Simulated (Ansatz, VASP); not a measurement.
Two plane-wave programs on Sc

Contents of INCAR:

```
ALGO = Normal
EDIFF = 1E-8
ENCUT = 520
GGA = PE
ISIF = 2
ISMEAR = -1
LASPH = T
LCHARG = F
LEFG = T
LREAL = F
LWAVE = F
NBANDS = 18
NELM = 100
PREC = Accurate
SIGMA = 0.03
```

Contents of KPOINTS:

```
k-points
0
Gamma
  13 13 7
```

POSCAR

```
Sc
1.0
    3.3087978973      0.0000000000      0.0000000000
   -1.6543989486      2.8655030350      0.0000000000
    0.0000000000      0.0000000000      5.2680000000
Sc
2
Direct
    0.3333333333      0.6666666667      0.2500000000
    0.6666666667      0.3333333333      0.7500000000
```

Input for Ansatz:

```yaml
crystal:
  lattice:
    - [3.3087978973, 0.0, 0.0]
    - [-1.6543989486, 2.865503035, 0.0]
    - [0.0, 0.0, 5.268]
  atoms:
    - { symbol: Sc, position: [0.3333333333, 0.6666666667, 0.25] }
    - { symbol: Sc, position: [0.6666666667, 0.3333333333, 0.75] }
kpoints:
  mp_grid: { grid: [13, 13, 7] }
  band_path:
    path:
      - [0.0, 0.0, 0.0]
      - [0.5, 0.0, 0.0]
      - [0.3333333333, 0.3333333333, 0.0]
      - [0.0, 0.0, 0.0]
      - [0.0, 0.0, 0.5]
      - [0.5, 0.0, 0.5]
      - [0.3333333333, 0.3333333333, 0.5]
      - [0.0, 0.0, 0.5]
      - [0.5, 0.0, 0.5]
    npoints: 8
scf:
  occupations: { method: fermi_dirac, width: 0.03 }
hamiltonian:
  xc: pbe
  pseudopotentials: { kind: paw }
output:
  forces: true
  stress: true
  eigenvalues: true
  efg: { contact_densities: true }
  populations: true
  bader: true
  dos: { projected: true, de: 0.2, e_range: [-14, 8] }
```

Alike in both runs: task electric field gradients; functional PBE; k mesh 13 × 13 × 7; occupations fermi-dirac, width 0.03 eV; no spin polarisation.

|  | VASP | Ansatz |
| --- | --- | --- |
| version | VASP 6.6.1 | Ansatz 0.2.0 |
| potentials or method | VASP PAW PBE potentials, release 64 (Sc_sv) | PAW with Ansatz's default frozen-core files, scalar-relativistic |
| plane-wave cutoff (eV) | 520 | 420 |
| valence electrons in the cell | 22 | 22 |

Ansatz gave:

| Quantity | Value |
| --- | --- |
| pressure (GPa) | -0.7 |
| traceless stress, the component that is largest in VASP (GPa) | -1.14 |
| size of Vzz on the site where it differs most (V/Å²) | 8.8 |

**Question.** What did VASP give for the same quantities?

**Answer.** Pressure (GPa): -0.6; traceless stress, the component that is largest in VASP (GPa): -1.13; size of Vzz on the site where it differs most (V/Å²): 9.5.

The functional is the same, so the differences come from potentials, cutoffs and numerics.
